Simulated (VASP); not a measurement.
# Au3Br (P6_3/mmc) in VASP: further runs

Au3Br is run at these levels: PBE; tasks: single point, relaxation of cell and atoms.

Program: VASP 6.6.1. These are calculated values, not measurements. Logs are shortened: lines on timing, memory, paths and dates and some standing lists are left out, and cuts for length are marked.

**1. The cell of the first run**

It takes space group P6_3/mmc (No. 194, hexagonal). The conventional cell has a = 6.281 Å, b = 6.281 Å, c = 5.041 Å, α = 90.00°, β = 90.00°, γ = 120.00°. Au (site symmetry mm2) has 4 Br at 3.10 to 3.14 Å and 8 Au at 3.11 to 3.15 Å within 4.1 Å. Br (site symmetry -6m2) has 12 Au at 3.10 to 3.14 Å within 4.1 Å.

**2. Single point, PBE**

Contents of INCAR:

```
  ALGO = Normal
  EDIFF = 1E-7
  ENCUT = 520
  GGA = PE
  ISIF = 2
  ISMEAR = 0
  LASPH = T
  LCHARG = F
  LREAL = F
  LWAVE = F
  NBANDS = 50
  NELM = 80
  PREC = Accurate
  SIGMA = 0.1
```

Contents of KPOINTS:

```
k-points
0
Gamma
  3 3 4
```

Contents of POSCAR:

```
Au3Br
1.0
    6.2808752552      0.0000000000      0.0000000000
   -3.1404376276      5.4393975290      0.0000000000
    0.0000000000      0.0000000000      5.0413714831
Au Br
6 2
Direct
    0.8330000000      0.6660000000      0.2500000000
    0.1670000000      0.8330000000      0.7500000000
    0.3340000000      0.1670000000      0.2500000000
    0.1670000000      0.3340000000      0.7500000000
    0.8330000000      0.1670000000      0.2500000000
    0.6660000000      0.8330000000      0.7500000000
    0.3333333333      0.6666666667      0.2500000000
    0.6666666667      0.3333333333      0.7500000000
```

Potentials or basis: VASP PAW PBE potentials, release 64 (Au, Br).

The run is started by

```bash
cat potpaw_PBE.64/Au/POTCAR potpaw_PBE.64/Br/POTCAR > POTCAR
mpirun -np 1 vasp_std > vasp.out
```

OUTCAR:

```text
EDIFF = 1E-7
   ENCUT = 520
   GGA = PE
   ISIF = 2
   ISMEAR = 0
   LASPH = T
   LREAL = F
   NELM = 80
   PREC = Accurate

 ion  position               nearest neighbor table
   1  0.833  0.666  0.250-   8 3.10   8 3.10   2 3.11   2 3.11   6 3.11   6 3.11   5 3.13   3 3.13
                             7 3.14   7 3.14   5 3.15   3 3.15
   2  0.167  0.833  0.750-   7 3.10   7 3.10   3 3.11   3 3.11   1 3.11   1 3.11   4 3.13   6 3.13
                             8 3.14   8 3.14   4 3.15   6 3.15
   3  0.334  0.167  0.250-   8 3.10   8 3.10   2 3.11   2 3.11   4 3.11   4 3.11   1 3.13   5 3.13
                             7 3.14   7 3.14   1 3.15   5 3.15
   4  0.167  0.334  0.750-   7 3.10   7 3.10   3 3.11   3 3.11   5 3.11   5 3.11   2 3.13   6 3.13
                             8 3.14   8 3.14   2 3.15   6 3.15
   5  0.833  0.167  0.250-   8 3.10   8 3.10   6 3.11   6 3.11   4 3.11   4 3.11   1 3.13   3 3.13
                             7 3.14   7 3.14   1 3.15   3 3.15
   6  0.666  0.833  0.750-   7 3.10   7 3.10   5 3.11   5 3.11   1 3.11   1 3.11   4 3.13   2 3.13
                             8 3.14   8 3.14   4 3.15   2 3.15
   7  0.333  0.667  0.250-   2 3.10   2 3.10   4 3.10   4 3.10   6 3.10   6 3.10   3 3.14   1 3.14
                             5 3.14   5 3.14   3 3.14   1 3.14
   8  0.667  0.333  0.750-   5 3.10   5 3.10   1 3.10   1 3.10   3 3.10   3 3.10   6 3.14   4 3.14
                             2 3.14   2 3.14   6 3.14   4 3.14

  LATTYP: Found a hexagonal cell.
 ALAT       =     6.2808752552
 C/A-ratio  =     0.8026542923

  Lattice vectors:

 A1 = (   6.2808752552,   0.0000000000,   0.0000000000)
 A2 = (  -3.1404376276,   5.4393975290,   0.0000000000)
 A3 = (   0.0000000000,   0.0000000000,   5.0413714831)

Analysis of symmetry for initial positions (statically):
=====================================================================
 Subroutine PRICEL returns:
 Original cell was already a primitive cell.

 Routine SETGRP: Setting up the symmetry group for a
 hexagonal supercell.

 Subroutine GETGRP returns: Found 24 space group operations
 (whereof 12 operations were pure point group operations)
 out of a pool of 24 trial point group operations.

The static configuration has the point symmetry D_3d.
 The point group associated with its full space group is D_6h.

Analysis of symmetry for dynamics (positions and initial velocities):
=====================================================================
 Subroutine PRICEL returns:
 Original cell was already a primitive cell.

 Routine SETGRP: Setting up the symmetry group for a
 hexagonal supercell.

 Subroutine GETGRP returns: Found 24 space group operations
 (whereof 12 operations were pure point group operations)
[... 109 lines left out ...]
   PSTRESS=    0.0 pullay stress
   NELECT =      80.0000    total number of electrons
   NUPDOWN=      -1.0000    fix difference up-down
   EMIN   =  10.00;   EMAX   =-10.00  energy-range for DOS
   EFERMI =   0.00;   METHOD = LEGACY
   ISMEAR =     0;   SIGMA  =   0.10  broadening in eV -4-tet -1-fermi 0-gaus
   EFERMI_NEDOS =   21; number of points for ismear=-14 and -15
   IALGO  =     38    algorithm
   IMIX   =      4    mixing-type and parameters
     AMIX     =   0.40;   BMIX     =  1.00
     AMIX_MAG =   1.60;   BMIX_MAG =  1.00
  volume/ion in A,a.u.               =      21.53       145.29
  Fermi-wavevector in a.u.,A,eV,Ry     =   1.267841  2.395873 21.870302  1.607422
  Thomas-Fermi vector in A             =   2.400968
   LORBIT       =      0    0 simple, 1 ext, 2 COOP (PROOUT), +10 PAW based schemes
   GGA     = PE    functional components
   LHFCALC =     F    Hartree Fock is set to
   AEXX    =    0.0000 exact exchange contribution
   IVDW    =     0    specifies the selected vdW correction
   LEPSILON=     F    determine dielectric tensor
   LRPA    =     F    only Hartree local field effects (RPA)
 non-spin polarized calculation
 Gauss-broadening in eV      SIGMA  =   0.10
  energy-cutoff  :      520.00
  volume of cell :      172.23
 maximum number of plane-waves:      4674
 NGX is ok and might be reduce to    48
   NGX = 23   NGY = 23   NGZ = 19

 number of electron      80.0000009 magnetization

 Free energy of the ion-electron system (eV)
  ---------------------------------------------------
  ext. energy  EPLUGINS =         0.00000000
  ---------------------------------------------------
  free energy    TOTEN  =       -19.25384615 eV

  energy without entropy =      -19.23552607  energy(sigma->0) =      -19.24468611

 E-fermi :   5.7451     XC(G=0): -11.0728

 val. band max:        5.7428155763   @ k =   0.3333   0.3333   0.2500
 cond. band min:       5.7948189327   @ k =   0.3333   0.3333   0.5000
 fundamental gap:      0.0520033564
 Fermi energy:         5.7450742420

 k-point     1 :       0.0000    0.0000    0.0000
  band No.  band energies     occupation
      1      -9.9227      2.00000
      2      -9.6850      2.00000
      3       0.0285      2.00000
      4       0.2723      2.00000
      5       0.5698      2.00000
      6       0.5698      2.00000
[... 466 lines left out ...]
     49      11.6795      0.00000
     50      11.6795      0.00000

------------------------ aborting loop because EDIFF is reached ----------------------------------------

  FORCE on cell =-STRESS in cart. coord.  units (eV):
  Direction    XX          YY          ZZ          XY          YZ          ZX
  --------------------------------------------------------------------------------------
  -------------------------------------------------------------------------------------
  Total       -5.2030395     -5.2030395     -6.8460127      0.0000000      0.0000000      0.0000000
  in kB      -48.4002984    -48.4002984    -63.6837476      0.0000000      0.0000000      0.0000000
  external PRESSURE =     -53.4947815 kB  Pullay stress =       0.0000000 kB

 VOLUME and BASIS-vectors are now :
 -----------------------------------------------------------------------------
  energy-cutoff  :      520.00
  volume of cell :      172.23
      direct lattice vectors                 reciprocal lattice vectors
     6.280875255  0.000000000  0.000000000     0.159213479  0.091921945  0.000000000
    -3.140437628  5.439397529  0.000000000     0.000000000  0.183843890  0.000000000
     0.000000000  0.000000000  5.041371483     0.000000000  0.000000000  0.198358721

 POSITION                                       TOTAL-FORCE (eV/Angst)
 -----------------------------------------------------------------------------------
      3.14044      3.62264      1.26034        -0.000000      0.603389     -0.000000
     -1.56708      4.53102      3.78103        -0.522550      0.301695     -0.000000
      1.57336      0.90838      1.26034        -0.522550     -0.301695     -0.000000
      0.00000      1.81676      3.78103         0.000000     -0.603389      0.000000
      4.70752      0.90838      1.26034         0.522550     -0.301695      0.000000
      1.56708      4.53102      3.78103         0.522550      0.301695      0.000000
     -0.00000      3.62627      1.26034        -0.000000      0.000000      0.000000
      3.14044      1.81313      3.78103         0.000000      0.000000      0.000000
 -----------------------------------------------------------------------------------
    total drift:                               -0.000000      0.000000      0.000000

  FREE ENERGIE OF THE ION-ELECTRON SYSTEM (eV)
  ---------------------------------------------------
  free  energy   TOTEN  =       -19.2538461465 eV

  energy  without entropy=      -19.2355260679  energy(sigma->0) =      -19.24468611
```

Run time: 77 s. Hardware: 1 thread of Intel Xeon Platinum 8259CL at 2.50GHz (Skylake/Cascade Lake), shared host; peak memory 0.32 GiB.

Results:

- Free energy: -19.2538 eV
- Pressure: -5.3 GPa
- Largest force: 0.603 eV/Å
- Band gap on the k mesh: zero (bands 40 and 41 overlap by 1.42 eV)

Forces in eV/Å, atoms in the order of the input:
```
Au   0.000  0.603  0.000
Au  -0.523  0.302  0.000
Au  -0.523 -0.302  0.000
Au   0.000 -0.603  0.000
Au   0.523 -0.302  0.000
Au   0.523  0.302  0.000
Br   0.000  0.000  0.000
Br   0.000  0.000  0.000
```

Levels at points of the mesh, in eV from the Fermi level:
| k point | band 37 | band 38 | band 39 | band 40 | band 41 | band 42 | band 43 | band 44 |
| --- | --- | --- | --- | --- | --- | --- | --- | --- |
| (0.00, 0.00, 0.00) | -1.54 | -1.54 | -1.11 | 0.28 | 0.96 | 1.03 | 1.03 | 3.13 |
| (0.00, 0.00, 0.50) | -1.69 | -1.69 | -1.05 | -1.05 | 1.74 | 1.74 | 1.74 | 1.74 |

Caveat: the k points lie up to 0.39 Å⁻¹ apart, too coarse for converged energies and pressures of a metal; spin-orbit coupling is left out, which moves the levels of the heavy elements.

**3. Single point, PBE**

This run uses another cell than the first one, of 22.10 Å³/atom.

Contents of INCAR:

```
SYSTEM = Au3Br
PREC = Accurate
ENCUT = 520
EDIFF = 1E-6
ISMEAR = 0
SIGMA = 0.1
LREAL = .False.
LASPH = .True.
NELM = 100
ALGO = Normal
ISIF = 2
LWAVE = .False.
LCHARG = .True.
GGA = PE
LELF = .True.
LVHAR = .True.
NBANDS = 50
```

Contents of KPOINTS:

```
regular mesh
0
Gamma
  3 3 4
  0 0 0
```

Contents of POSCAR:

```
Au3Br
1.0
    6.7976336461      0.0000000000      0.0000000000
   -3.3988168231      5.8869234232      0.0000000000
    0.0000000000      0.0000000000      4.4178206334
Au Br
6 2
Direct
    0.8539018110      0.7078036219      0.2500000000
    0.1460981890      0.8539018110      0.7500000000
    0.2921963781      0.1460981890      0.2500000000
    0.1460981890      0.2921963781      0.7500000000
    0.8539018110      0.1460981890      0.2500000000
    0.7078036219      0.8539018110      0.7500000000
    0.3333333333      0.6666666667      0.2500000000
    0.6666666667      0.3333333333      0.7500000000
```

Potentials or basis: VASP PAW PBE potentials, release 64 (Au, Br).

The run is started by

```bash
cat potpaw_PBE.64/Au/POTCAR potpaw_PBE.64/Br/POTCAR > POTCAR
mpirun -np 1 vasp_std > vasp.out
```

Wall time 94 s (1 thread of Intel Xeon Platinum 8259CL at 2.50GHz (Skylake/Cascade Lake), shared host); peak memory 0.33 GiB.

It converged, with:

```yaml
Free_energy: -20.1036 eV
Pressure: -0.3 GPa
Largest_force: 0.029 eV/Å
Band_gap_on_the_k_mesh: zero (bands 40 and 41 overlap by 0.93 eV)
```

Forces in eV/Å, atoms in the order of the input:
```
Au   0.000 -0.029  0.000
Au   0.025 -0.014  0.000
Au   0.025  0.014  0.000
Au   0.000  0.029  0.000
Au  -0.025  0.014  0.000
Au  -0.025 -0.014  0.000
Br   0.000  0.000  0.000
Br   0.000  0.000  0.000
```

Stress tensor (GPa, compression positive):
```
-0.20  0.00  0.00
 0.00 -0.20  0.00
 0.00  0.00 -0.44
```

Levels at points of the mesh, in eV from the Fermi level:
```tsv
k point	band 37	band 38	band 39	band 40	band 41	band 42	band 43	band 44
(0.00, 0.00, 0.00)	-1.72	-1.02	-0.93	0.23	0.23	1.64	2.39	3.02
(0.00, 0.00, 0.50)	-1.63	-1.63	-1.08	-1.08	1.34	1.34	1.34	1.34
```

Caveat: spin-orbit coupling is left out, which moves the levels of the heavy elements.

(Part 1 of 2 ends here.)

The gap in the log of VASP goes by the Fermi energy; the results here count the filled bands.